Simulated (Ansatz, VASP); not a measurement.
## PbF2 in VASP and in Ansatz

Contents of INCAR:

```
PREC = Accurate
ENCUT = 520
EDIFF = 1E-8
ISMEAR = -1
SIGMA = 0.02
LREAL = False
LASPH = True
NELM = 60
ALGO = Normal
ISIF = 2
LWAVE = False
LCHARG = False
GGA = PE
LEFG = True
NBANDS = 68
```

The input KPOINTS:

```
regular mesh
0
Gamma
  3 5 3
```

The input POSCAR:

```
PbF2
1.0
    6.4400000000      0.0000000000      0.0000000000
    0.0000000000      3.8990000000      0.0000000000
    0.0000000000      0.0000000000      7.6510000000
Pb F
4 8
Direct
    0.2527000000      0.2500000000      0.1042000000
    0.2473000000      0.7500000000      0.6042000000
    0.7527000000      0.2500000000      0.3958000000
    0.7473000000      0.7500000000      0.8958000000
    0.8623000000      0.2500000000      0.0631000000
    0.6377000000      0.7500000000      0.5631000000
    0.3623000000      0.2500000000      0.4369000000
    0.1377000000      0.7500000000      0.9369000000
    0.4662000000      0.2500000000      0.8457000000
    0.0338000000      0.7500000000      0.3457000000
    0.9662000000      0.2500000000      0.6543000000
    0.5338000000      0.7500000000      0.1543000000
```

Input for Ansatz:

```yaml
crystal:
  lattice:
    - [6.44, 0.0, 0.0]
    - [0.0, 3.899, 0.0]
    - [0.0, 0.0, 7.651]
  atoms:
    - { symbol: Pb, position: [0.2527, 0.25, 0.1042] }
    - { symbol: Pb, position: [0.2473, 0.75, 0.6042] }
    - { symbol: Pb, position: [0.7527, 0.25, 0.3958] }
    - { symbol: Pb, position: [0.7473, 0.75, 0.8958] }
    - { symbol: F, position: [0.8623, 0.25, 0.0631] }
    - { symbol: F, position: [0.6377, 0.75, 0.5631] }
    - { symbol: F, position: [0.3623, 0.25, 0.4369] }
    - { symbol: F, position: [0.1377, 0.75, 0.9369] }
    - { symbol: F, position: [0.4662, 0.25, 0.8457] }
    - { symbol: F, position: [0.0338, 0.75, 0.3457] }
    - { symbol: F, position: [0.9662, 0.25, 0.6543] }
    - { symbol: F, position: [0.5338, 0.75, 0.1543] }
kpoints:
  mp_grid: { grid: [3, 5, 3] }
scf:
  occupations: { method: fermi_dirac, width: 0.02 }
hamiltonian:
  xc: pbe
  pseudopotentials: { kind: paw, frozen_core: stored }
output:
  forces: true
  stress: true
  populations: true
  efg: {}
```

Alike in both runs: task electric field gradients; functional PBE; k mesh 3 × 5 × 3; occupations fermi-dirac, width 0.02 eV; no spin polarisation.

|  | VASP | Ansatz |
| --- | --- | --- |
| version | VASP 6.6.1 | Ansatz 0.2.0 |
| potentials or method | VASP PAW PBE potentials, release 64 (Pb_d, F) | plane-wave PAW, scalar-relativistic |
| plane-wave cutoff (eV) | 520 | 420 |
| valence electrons in the cell | 112 | 112 |

Ansatz gave:

| Property | Result |
| --- | --- |
| gap on the k mesh at the Fermi level (eV) | 4.36 |
| pressure (GPa) | 3.1 |
| traceless stress, the component that is largest in VASP (GPa) | 0.15 |
| rms of the force components (eV/Å) | 0.064 |
| size of Vzz on the site where it differs most (V/Å²) | 49.1 |

Problem. Estimate VASP's values.

Solution. gap on the k mesh at the Fermi level (eV): 4.36; pressure (GPa): 2.9; traceless stress, the component that is largest in VASP (GPa): 0.15; rms of the force components (eV/Å): 0.070; size of Vzz on the site where it differs most (V/Å²): 48.6.

Atom by atom the forces differ by 0.008 eV/Å (rms over components).

Neither program's run includes spin-orbit coupling.
